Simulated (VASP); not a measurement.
A run of VASP 6.6.1 is set up as follows.

The input INCAR:

```
  ALGO = Normal
  EDIFF = 1E-6
  ENCUT = 520
  GGA = CA
  ISIF = 2
  ISMEAR = 1
  LASPH = True
  LCHARG = False
  LREAL = False
  LWAVE = False
  NBANDS = 28
  NELM = 60
  PREC = Accurate
  SIGMA = 0.1
```

Contents of KPOINTS:

```
k-points
0
Gamma
  5 5 5
```

POSCAR

```
K3Cd
1.0
    0.0000000000      4.6103400000      4.6103400000
    4.6103400000      0.0000000000      4.6103400000
    4.6103400000      4.6103400000      0.0000000000
K Cd
3 1
Direct
    0.2500000000      0.2500000000      0.2500000000
    0.7500000000      0.7500000000      0.7500000000
    0.5000000000      0.5000000000      0.5000000000
    0.0000000000      0.0000000000      0.0000000000
```

Potentials or basis: VASP PAW LDA potentials, release 64 (K_sv, Cd).

The run is started by

```console
$ cat potpaw_LDA.64/K_sv/POTCAR potpaw_LDA.64/Cd/POTCAR > POTCAR
$ mpirun -np 1 vasp_std > vasp.out
```

Problem. What does it give for the band gap on the k mesh?

Solution. Zero (an odd number of electrons rules out a gap without spin polarisation).

Problem. What does it give for the pressure?

Solution. -0.8 GPa.
